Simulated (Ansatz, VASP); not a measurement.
**Pt in VASP and in Ansatz**

The input INCAR:

```
ALGO     = Normal         # electronic algorithm
EDIFF    = 1E-6           # SCF threshold, eV
ENCUT    = 520            # plane-wave cutoff, eV
GGA      = PE             # functional
ISIF     = 2              # what is computed and relaxed
ISMEAR   = -1             # smearing method
LASPH    = T              # aspherical terms in the spheres
LCHARG   = T              # write CHGCAR
LELF     = T              # ELF
LREAL    = F              # projectors in reciprocal space
LVHAR    = T            
LWAVE    = F              # write WAVECAR
NBANDS   = 11             # bands
NELM     = 80             # most SCF steps
PREC     = Accurate       # precision mode
SIGMA    = 0.1            # smearing width, eV
```

The input KPOINTS:

```
k-points
0
Gamma
  22 22 22
```

File POSCAR:

```
Pt
1.0
    0.0000000000      2.0373802651      2.0373802651
    2.0373802651      0.0000000000      2.0373802651
    2.0373802651      2.0373802651      0.0000000000
Pt
1
Direct
    0.0000000000      0.0000000000      0.0000000000
```

Input for Ansatz:

```yaml
crystal:
  lattice:
    - [0.0, 2.0373802651, 2.0373802651]
    - [2.0373802651, 0.0, 2.0373802651]
    - [2.0373802651, 2.0373802651, 0.0]
  atoms:
    - { symbol: Pt, position: [0.0, 0.0, 0.0] }
hamiltonian:
  xc: pbe
  pseudopotentials:
    kind: paw
    azcp:
      Pt: "pseudopotentials/Pt.paw.azcp"
basis:
  ecutwfc: 420
  fft_grid_basis: typed
kpoints:
  mp_grid: { grid: [22, 22, 22], shift: [0, 0, 0] }
magnetization:
  spin_polarized: false
scf:
  occupations: { method: fermi_dirac, width: 0.1 }
output:
  stress: true
```

Alike in both runs: task single point; functional PBE; k mesh 22 × 22 × 22; occupations fermi-dirac, width 0.1 eV; no spin polarisation.

|  | VASP | Ansatz |
| --- | --- | --- |
| version | VASP 6.6.1 | Ansatz 0.2.0 |
| potentials or method | VASP PAW PBE potentials, release 64 (Pt), cutoff 520 eV | plane waves (420 eV) with PAW, scalar-relativistic |
| valence electrons in the cell | 10 | 18 |

Ansatz gave:

| Item | Value |
| --- | --- |
| pressure (GPa) | -15.3 |

Estimate VASP's values.

pressure (GPa): -15.6.

VASP's potentials hold 10 valence electrons a cell and Ansatz's 18, so a difference there can come from the potentials and not from the codes.

Spin-orbit coupling is off throughout.
